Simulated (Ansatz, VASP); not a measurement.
**MgS: VASP beside Ansatz**

File POSCAR:

```
MgS
1.0
    0.0000000000      2.9158031465      2.9158031465
    2.9158031465      0.0000000000      2.9158031465
    2.9158031465      2.9158031465      0.0000000000
Mg S
1 1
Direct
    0.0000000000      0.0000000000      0.0000000000
    0.2500000000      0.2500000000      0.2500000000
```

Contents of INCAR.step1:

```
SYSTEM = MgS
  PREC = Accurate
  ENCUT = 660
  ISMEAR = 0
  SIGMA = 0.01
  LREAL = .False.
  LASPH = .True.
  NELM = 120
  NBANDS = 15
  GGA = PE
  ALGO = Normal
  EDIFF = 1E-5
  LWAVE = .True.
  LCHARG = .False.
  GGA_COMPAT = .False.
```

File INCAR.step2:

```
SYSTEM = MgS
  PREC = Accurate
  ENCUT = 660
  EDIFF = 1E-6
  ISMEAR = 0
  SIGMA = 0.01
  LREAL = .False.
  LASPH = .True.
  NELM = 120
  ALGO = Normal
  ISIF = 2
  LWAVE = .False.
  LCHARG = .False.
  METAGGA = R2SCAN
  LMIXTAU = .True.
  NBANDS = 15
  ISTART = 1
  GGA_COMPAT = .False.
```

Contents of KPOINTS:

```
Automatic mesh
0
Gamma
  8 8 8
  0 0 0
```

Input for Ansatz:

```yaml
crystal:
  lattice:
    - [0.0, 2.9158031465, 2.9158031465]
    - [2.9158031465, 0.0, 2.9158031465]
    - [2.9158031465, 2.9158031465, 0.0]
  atoms:
    - { symbol: Mg, position: [0.0, 0.0, 0.0] }
    - { symbol: S, position: [0.25, 0.25, 0.25] }
kpoints:
  mp_grid: { grid: [8, 8, 8] }
  band_path:
    path:
      - [0.0, 0.0, 0.0]
      - [-0.5, -0.5, 0.0]
      - [-0.375, -0.375, 0.25]
      - [-0.375, 0.0, 0.375]
      - [0.0, 0.0, 0.5]
      - [-0.5, -0.25, 0.25]
    npoints: 1
hamiltonian:
  xc: r2scan
scf:
  occupations: { method: fixed }
  n_extra_bands: 4
output:
  forces: true
  stress: true
  eigenvalues: true
```

Change from the starting cell: hydrostatic strain +3.0%.

Alike in both runs: task single point; functional r2SCAN; k mesh 8 × 8 × 8; no spin polarisation.

|  | VASP | Ansatz |
| --- | --- | --- |
| version | VASP 6.6.1 | Ansatz 0.2.0 |
| potentials or method | VASP PAW PBE potentials, release 64 (Mg_sv, S) | plane waves, PAW |
| plane-wave cutoff (eV) | 660 | 500 |
| occupations | gaussian, width 0.01 eV | fixed |
| valence electrons in the cell | 16 | 16 |

|  | VASP | Ansatz | Ansatz less VASP |
| --- | --- | --- | --- |
| gap on the k mesh at the Fermi level (eV) | 3.70 | 3.69 | -0.012 |
| pressure (GPa) | -4.6 | -4.4 | +0.14 |

VASP's potentials were made for PBE, not for r2SCAN.
